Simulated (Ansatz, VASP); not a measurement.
# Sn2SeS3 in VASP and in Ansatz

```
CELL_PARAMETERS angstrom
3.02118 1.74428 4.92099
-3.02118 1.74428 4.92099
0.00000 -3.48856 4.92099
ATOMIC_POSITIONS crystal
Sn 0.69990 0.69990 0.69990
Sn 0.30010 0.30010 0.30010
Se 0.00000 0.00000 0.00000
S 0.00000 0.50000 0.00000
S 0.50000 0.00000 0.00000
S 0.00000 0.00000 0.50000
```

Change from the starting cell: species swapped into the Y2Co3Si type (R-3m, No. 166).

Alike in both runs: functional PBE; k mesh 3 × 3 × 3; occupations gaussian, width 0.1 eV; no spin polarisation.

Ansatz relaxed the structure, and its values are those at the end. VASP's run is a single point on that final structure, the one shown.

|  | VASP | Ansatz |
| --- | --- | --- |
| version | VASP 6.6.1 | Ansatz 0.2.0 |
| potentials or method | VASP PAW PBE potentials, release 64 (Sn_d, Se, S), cutoff 520 eV | scalar-relativistic, plane waves, PAW |
| valence electrons in the cell | 52 | 62 |

|  | VASP | Ansatz | Ansatz less VASP |
| --- | --- | --- | --- |
| gap on the k mesh at the Fermi level (eV) | none | none | - |
| pressure (GPa) | -0.1 | 0.0 | +0.05 |

A gap of «none» marks a metal or a gap that the smearing closes. VASP's potentials hold 52 valence electrons a cell and Ansatz's 62, so a difference there can come from the potentials and not from the codes.

The k mesh is coarse, so the values compare programs but aren't converged.
